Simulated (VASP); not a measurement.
# Ag (P-3m1) in VASP: single point with PBEsol

Aim: the single point of Ag with PBEsol.

All numbers are computed with VASP 6.6.1; they aren't measurements. Logs are shortened: lines on timing, memory, paths and dates and some standing lists are left out, and cuts for length are marked.

## 1. The cell of the first run

The structure is trigonal, space group P-3m1 (No. 164). The conventional cell has a = 2.889 Å, b = 2.889 Å, c = 14.005 Å, α = 90.00°, β = 90.00°, γ = 120.00°. Within 3.6 Å of Ag (site symmetry 3m) lie 12 Ag at 2.77 to 2.89 Å. Ag (site symmetry 3m) has 12 Ag at 2.89 Å within 3.8 Å. Ag (site symmetry 3m) has 12 Ag at 2.89 Å within 3.8 Å.

## 2. Single point, PBEsol (the distance across one plane changed)

Contents of INCAR:

```
SYSTEM = Ag
  ALGO = Fast
  EDIFF = 1E-6
  ENCUT = 520
  GGA = PS
  ISIF = 2
  ISMEAR = 0
  LASPH = .TRUE.
  LCHARG = .FALSE.
  LREAL = .FALSE.
  LWAVE = .FALSE.
  NBANDS = 42
  NELM = 80
  PREC = Accurate
  SIGMA = 0.15
```

Contents of KPOINTS:

```
k-points
0
G
  18 18 4
  0 0 0
```

Contents of POSCAR:

```
Ag
1.0
    2.0431000000     -2.0431000000      0.0000000000
    2.0431000000      0.0000000000     -2.0431000000
    8.0857974596      8.0857974596      8.0857974596
Ag
6
Direct
    0.6666666667      0.6666666667      0.0842090258
    0.0000000000      0.0000000000      0.9264677352
    0.3333333333      0.3333333333      0.2526607677
    0.6666666667      0.6666666667      0.5895642515
    0.0000000000      0.0000000000      0.4211125096
    0.3333333333      0.3333333333      0.7580159933
```

Potentials or basis: VASP PAW PBE potentials, release 64 (Ag).

On the command line:

```bash
$ cat potpaw_PBE.64/Ag/POTCAR > POTCAR
$ mpirun -np 1 vasp_std > vasp.out
```

OUTCAR:

```text
SYSTEM = Ag
   EDIFF = 1E-6
   ENCUT = 520
   GGA = PS
   ISIF = 2
   ISMEAR = 0
   LASPH = .TRUE.
   LREAL = .FALSE.
   NELM = 80
   PREC = Accurate

 ion  position               nearest neighbor table
   1  0.667  0.667  0.084-   2 2.77   2 2.77   2 2.77   3 2.89   3 2.89   3 2.89
   2  0.000  0.000  0.926-   1 2.77   1 2.77   1 2.77   6 2.89   6 2.89   6 2.89
   3  0.333  0.333  0.253-   1 2.89   1 2.89   5 2.89   5 2.89   5 2.89   1 2.89
   4  0.667  0.667  0.590-   6 2.89   6 2.89   6 2.89   5 2.89   5 2.89   5 2.89
   5  0.000  0.000  0.421-   3 2.89   4 2.89   4 2.89   4 2.89   3 2.89   3 2.89
   6  0.333  0.333  0.758-   4 2.89   4 2.89   4 2.89   2 2.89   2 2.89   2 2.89

  LATTYP: Found a hexagonal cell.
 ALAT       =     2.8893797293
 C/A-ratio  =     4.8470652292

  Lattice vectors:

 A1 = (  -2.0431000000,   0.0000000000,   2.0431000000)
 A2 = (   2.0431000000,  -2.0431000000,   0.0000000000)
 A3 = (   8.0857974596,   8.0857974596,   8.0857974596)

Analysis of symmetry for initial positions (statically):
=====================================================================
 Subroutine PRICEL returns:
 Original cell was already a primitive cell.

 Routine SETGRP: Setting up the symmetry group for a
 hexagonal supercell.

 Subroutine GETGRP returns: Found 12 space group operations
 (whereof  6 operations were pure point group operations)
 out of a pool of 24 trial point group operations.

The static configuration has the point symmetry C_3v.
 The point group associated with its full space group is D_3d.

Analysis of symmetry for dynamics (positions and initial velocities):
=====================================================================
 Subroutine PRICEL returns:
 Original cell was already a primitive cell.

 Routine SETGRP: Setting up the symmetry group for a
 hexagonal supercell.

 Subroutine GETGRP returns: Found 12 space group operations
 (whereof  6 operations were pure point group operations)
 out of a pool of 24 trial point group operations.

The dynamic configuration has the point symmetry C_3v.
 The point group associated with its full space group is D_3d.

 Subroutine INISYM returns: Found 12 space group operations
 (whereof  6 operations are pure point group operations),
 and found     1 'primitive' translations

----------------------------------------------------------------------------------------

                                     Primitive cell

  volume of cell :     101.2566

  direct lattice vectors                    reciprocal lattice vectors
     2.043100000 -2.043100000  0.000000000     0.163150768 -0.326301535  0.163150768
     2.043100000  0.000000000 -2.043100000     0.163150768  0.163150768 -0.326301535
     8.085797460  8.085797460  8.085797460     0.041224546  0.041224546  0.041224546

  length of vectors
     2.889379729  2.889379729 14.005012020     0.399636132  0.399636132  0.071403009

  position of ions in fractional coordinates (direct lattice)
     0.666666667  0.666666667  0.084209026
     0.000000000  0.000000000  0.926467735
     0.333333333  0.333333333  0.252660768
     0.666666667  0.666666667  0.589564252
     0.000000000  0.000000000  0.421112510
     0.333333333  0.333333333  0.758015993

  ion indices of the primitive-cell ions
   primitive index   ion index
                 1           1
                 2           2
                 3           3
                 4           4
                 5           5
                 6           6

----------------------------------------------------------------------------------------

 KPOINTS: k-points

Automatic generation of k-mesh.
 Grid dimensions read from file:
 generate k-points for:   18   18    4

 Generating k-lattice:

  Cartesian coordinates                     Fractional coordinates (reciprocal lattice)
     0.009063932 -0.018127863  0.009063932     0.055555556  0.000000000  0.000000000
     0.009063932  0.009063932 -0.018127863     0.000000000  0.055555556  0.000000000
     0.010306137  0.010306137  0.010306137     0.000000000  0.000000000  0.250000000

  Length of vectors
     0.022202007  0.022202007  0.017850752

  Shift w.r.t. Gamma in fractional coordinates (k-lattice)
     0.000000000  0.000000000  0.000000000

 Subroutine IBZKPT returns following result:
 ===========================================

 Found    138 irreducible k-points:

 Following reciprocal coordinates:
            Coordinates               Weight
  0.000000  0.000000  0.000000      1.000000
  0.055556  0.000000  0.000000      6.000000
  0.111111  0.000000  0.000000      6.000000
  0.166667  0.000000  0.000000      6.000000
  0.222222  0.000000  0.000000      6.000000
  0.277778  0.000000  0.000000      6.000000
[... 16 lines left out ...]
  0.444444  0.111111 -0.000000     12.000000
  0.500000  0.111111 -0.000000     12.000000
 [... further k-points ...]
   k-points           NKPTS =    138   k-points in BZ     NKDIM =    138   number of bands    NBANDS=     42
   number of dos      NEDOS =    301   number of ions     NIONS =      6
   total plane-waves  NPLWV =  62208
   dimension x,y,z NGX =    24 NGY =   24 NGZ =  108
   dimension x,y,z NGXF=    48 NGYF=   48 NGZF=  216
   ions per type =               6
   NGX,Y,Z   is equivalent  to a cutoff of  13.81, 13.81, 12.82 a.u.
   NGXF,Y,Z  is equivalent  to a cutoff of  27.62, 27.62, 25.64 a.u.
 SYSTEM =  Ag
   PREC   = accura    normal or accurate (medium, high low for compatibility)
   ISTART =      0    job   : 0-new  1-cont  2-samecut
   ICHARG =      2    charge: 1-file 2-atom 10-const
   ISPIN  =      1    spin polarized calculation?
   LNONCOLLINEAR =      F non collinear calculations
   LSORBIT =      F    spin-orbit coupling
   LASPH  =      T    aspherical Exc in radial PAW
   ENCUT  =  520.0 eV  38.22 Ry    6.18 a.u.   5.37  5.37 26.04*2*pi/ulx,y,z
   NELM   =     80;   NELMIN=  2; NELMDL= -5     # of ELM steps
   EDIFF  = 0.1E-05   stopping-criterion for ELM
   LREAL  =      F    real-space projection
   EDIFFG = 0.1E-04   stopping-criterion for IOM
   NSW    =      0    number of steps for IOM
   IBRION =     -1    ionic relax: 0-MD 1-quasi-New 2-CG
   NFREE  =      0    steps in history (QN), initial steepest desc. (CG)
   ISIF   =      2    stress and relaxation
   ISYM   =      2    0-nonsym 1-usesym 2-fastsym
   POTIM  = 0.5000    time-step for ionic-motion
   TEBEG  =    0.0;   TEEND  =   0.0 temperature during run
   PSTRESS=    0.0 pullay stress
   NELECT =      66.0000    total number of electrons
   NUPDOWN=      -1.0000    fix difference up-down
   EMIN   =  10.00;   EMAX   =-10.00  energy-range for DOS
   EFERMI =   0.00;   METHOD = LEGACY
   ISMEAR =     0;   SIGMA  =   0.15  broadening in eV -4-tet -1-fermi 0-gaus
   EFERMI_NEDOS =   21; number of points for ismear=-14 and -15
   IALGO  =     68    algorithm
   IMIX   =      4    mixing-type and parameters
     AMIX     =   0.40;   BMIX     =  1.00
     AMIX_MAG =   1.60;   BMIX_MAG =  1.00
  volume/ion in A,a.u.               =      16.88       113.89
  Fermi-wavevector in a.u.,A,eV,Ry     =   1.419433  2.682340 27.412898  2.014791
  Thomas-Fermi vector in A             =   2.540454
   LORBIT       =      0    0 simple, 1 ext, 2 COOP (PROOUT), +10 PAW based schemes
   GGA     = PS    functional components
   LHFCALC =     F    Hartree Fock is set to
   AEXX    =    0.0000 exact exchange contribution
   IVDW    =     0    specifies the selected vdW correction
   LEPSILON=     F    determine dielectric tensor
   LRPA    =     F    only Hartree local field effects (RPA)
 non-spin polarized calculation
 RMM-DIIS sequential band-by-band and
 Gauss-broadening in eV      SIGMA  =   0.15
  energy-cutoff  :      520.00
  volume of cell :      101.26
 maximum number of plane-waves:      2789
 NGX is ok and might be reduce to    24
   NGX = 11   NGY = 11   NGZ = 53

 number of electron      65.9999996 magnetization

 Free energy of the ion-electron system (eV)
  ---------------------------------------------------
  ext. energy  EPLUGINS =         0.00000000
  ---------------------------------------------------
  free energy    TOTEN  =       -19.82841204 eV

  energy without entropy =      -19.81209159  energy(sigma->0) =      -19.82025181

 E-fermi :   8.3638     XC(G=0): -12.4720

 val. band max:        8.3583190582   @ k =   0.1667   0.0000   0.5000
 cond. band min:       8.3784898398   @ k =   0.5000   0.2222   0.0000
 fundamental gap:      0.0201707816
 Fermi energy:         8.3638055446

 k-point     1 :       0.0000    0.0000    0.0000
  band No.  band energies     occupation
      1       0.4519      2.00000
      2       1.2440      2.00000
      3       1.3412      2.00000
      4       1.8725      2.00000
      5       2.0558      2.00000
      6       2.0798      2.00000
[... 34 lines left out ...]
     41      23.1548      0.00000
     42      23.5103      0.00000

 k-point     2 :       0.0556    0.0000    0.0000
  band No.  band energies     occupation
      1       0.5378      2.00000
      2       1.3232      2.00000
      3       1.4201      2.00000
      4       1.9278      2.00000
      5       2.1156      2.00000
      6       2.1420      2.00000
[... 34 lines left out ...]
     41      23.2228      0.00000
     42      23.4465      0.00000

 k-point     3 :       0.1111    0.0000    0.0000
  band No.  band energies     occupation
      1       0.7883      2.00000
      2       1.5466      2.00000
      3       1.6420      2.00000
      4       2.0807      2.00000
      5       2.2709      2.00000
      6       2.3210      2.00000
[... 897 lines left out ...]
      4       2.4512      2.00000
      5       2.4823      2.00000
      6       2.4945      2.00000
[... 34 lines left out ...]
     41      16.4053      0.00000
     42      16.8103      0.00000

 k-point    24 :       0.5000    0.1111   -0.0000
  band No.  band energies     occupation
      1       2.0027      2.00000
      2       2.0653      2.00000
      3       2.1595      2.00000
      4       2.3872      2.00000
      5       2.4618      2.00000
      6       2.4713      2.00000
[... 34 lines left out ...]
     41      15.6655      0.00000
     42      16.4785      0.00000

 [... further k-points ...]

------------------------ aborting loop because EDIFF is reached ----------------------------------------

  FORCE on cell =-STRESS in cart. coord.  units (eV):
  Direction    XX          YY          ZZ          XY          YZ          ZX
  --------------------------------------------------------------------------------------
  -------------------------------------------------------------------------------------
  Total       -0.8803358     -0.8803358     -0.8803358      0.2021874      0.2021874      0.2021874
  in kB      -13.9295020    -13.9295020    -13.9295020      3.1991993      3.1991993      3.1991993
  external PRESSURE =     -13.9295020 kB  Pullay stress =       0.0000000 kB

 VOLUME and BASIS-vectors are now :
 -----------------------------------------------------------------------------
  energy-cutoff  :      520.00
  volume of cell :      101.26
      direct lattice vectors                 reciprocal lattice vectors
     2.043100000 -2.043100000  0.000000000     0.163150768 -0.326301535  0.163150768
     2.043100000  0.000000000 -2.043100000     0.163150768  0.163150768 -0.326301535
     8.085797460  8.085797460  8.085797460     0.041224546  0.041224546  0.041224546

 POSITION                                       TOTAL-FORCE (eV/Angst)
 -----------------------------------------------------------------------------------
      3.40503     -0.68117     -0.68117         0.330064      0.330064      0.330064
      7.49123      7.49123      7.49123        -0.330064     -0.330064     -0.330064
      3.40503      1.36193      1.36193         0.010729      0.010729      0.010729
      7.49123      3.40503      3.40503        -0.001628     -0.001628     -0.001628
      3.40503      3.40503      3.40503         0.001628      0.001628      0.001628
      7.49123      5.44813      5.44813        -0.010729     -0.010729     -0.010729
 -----------------------------------------------------------------------------------
    total drift:                               -0.000008     -0.000008     -0.000008

  FREE ENERGIE OF THE ION-ELECTRON SYSTEM (eV)
  ---------------------------------------------------
  free  energy   TOTEN  =       -19.8284120392 eV

  energy  without entropy=      -19.8120915887  energy(sigma->0) =      -19.82025181
```

It took 17 min on 1 thread of Oxide Virtual Turin-like, shared host; peak memory 0.49 GiB.

Results:

* Free energy: -19.8284 eV
* Pressure: -1.4 GPa
* Largest force: 0.572 eV/Å
* Band gap on the k mesh: zero (bands 33 and 34 overlap by 6.23 eV)

Forces in eV/Å, atoms in the order of the input:
```
Ag   0.330  0.330  0.330
Ag  -0.330 -0.330 -0.330
Ag   0.011  0.011  0.011
Ag  -0.002 -0.002 -0.002
Ag   0.002  0.002  0.002
Ag  -0.011 -0.011 -0.011
```

Levels at points of the mesh, in eV from the Fermi level:
| k point | band 30 | band 31 | band 32 | band 33 | band 34 | band 35 | band 36 | band 37 | band 38 | band 39 |
| --- | --- | --- | --- | --- | --- | --- | --- | --- | --- | --- |
| (0.00, 0.00, 0.00) | -3.33 | -3.33 | -3.28 | -3.28 | -2.90 | -2.90 | -0.39 | 3.78 | 8.06 | 8.35 |
| (0.50, 0.00, 0.00) | -2.70 | -0.50 | 0.53 | 0.56 | 1.24 | 1.26 | 1.55 | 3.60 | 4.68 | 4.79 |
| (0.00, 0.00, 0.50) | -3.59 | -3.03 | -3.03 | -3.00 | -3.00 | -1.58 | -1.55 | 5.17 | 5.47 | 11.27 |
| (0.50, 0.00, 0.50) | -2.76 | -0.13 | -0.05 | 0.96 | 0.99 | 1.45 | 1.45 | 3.85 | 3.90 | 6.09 |

Caveat: the cell differs from its parent crystal (the distance across one plane changed); the PAW data sets were made with another functional, which shifts forces and pressure a little.

The gap in the log of VASP goes by the Fermi energy; the results here count the filled bands.